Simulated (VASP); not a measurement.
A run of VASP 6.6.1 is set up as follows.

INCAR

```
ALGO = Normal
EDIFF = 1E-6
ENCUT = 520
GGA = PE
ISIF = 2
ISMEAR = 0
LASPH = T
LCHARG = F
LREAL = F
LWAVE = F
NBANDS = 62
NELM = 60
PREC = Accurate
SIGMA = 0.1
```

KPOINTS

```
k-points
0
Gamma
  3 3 4
```

POSCAR

```
Nb3Te8Mo
1.0
    7.4431731500      0.0000000000      0.0000000000
   -3.7215865800      6.4459770300      0.0000000000
    0.0000000000      0.0000000000      7.1504231800
Nb Te Mo
3 8 1
Direct
    0.0000000000      0.5000000000      0.0000000000
    0.5000000000      0.5000000000      0.0000000000
    0.5000000000      0.0000000000      0.0000000000
    0.3333333300      0.6666666700      0.7456322300
    0.3333333300      0.1666666700      0.7456322300
    0.8333333300      0.6666666700      0.7456322300
    0.8333333300      0.1666666700      0.7456322300
    0.1666666700      0.8333333300      0.2543677700
    0.1666666700      0.3333333300      0.2543677700
    0.6666666700      0.8333333300      0.2543677700
    0.6666666700      0.3333333300      0.2543677700
    0.0000000000      0.0000000000      0.0000000000
```

Potentials or basis: VASP PAW PBE potentials, release 64 (Nb_sv, Te, Mo_sv).

Run with:

```bash
$ cat potpaw_PBE.64/Nb_sv/POTCAR potpaw_PBE.64/Te/POTCAR potpaw_PBE.64/Mo_sv/POTCAR > POTCAR
$ mpirun -np 1 vasp_std > vasp.out
```

Estimate the largest force.

0.288 eV/Å.

What does it give for the pressure?

-1.8 GPa.

Estimate the band gap on the k mesh.

zero (an odd number of electrons rules out a gap without spin polarisation).

Forces in eV/Å, atoms in the order of the input:
```
Nb   0.000  0.000  0.000
Nb   0.000  0.000  0.000
Nb   0.000  0.000  0.000
Te   0.000  0.000 -0.117
Te  -0.207 -0.119  0.161
Te   0.000  0.239  0.161
Te   0.207 -0.119  0.161
Te  -0.207  0.119 -0.161
Te   0.000 -0.239 -0.161
Te   0.207  0.119 -0.161
Te   0.000  0.000  0.117
Mo   0.000  0.000  0.000
```

Caveat: spin-orbit coupling is left out, which moves the levels of the heavy elements; this functional lacks dispersion, which binds the layers, so the pressure and a relaxed spacing across them are unreliable.
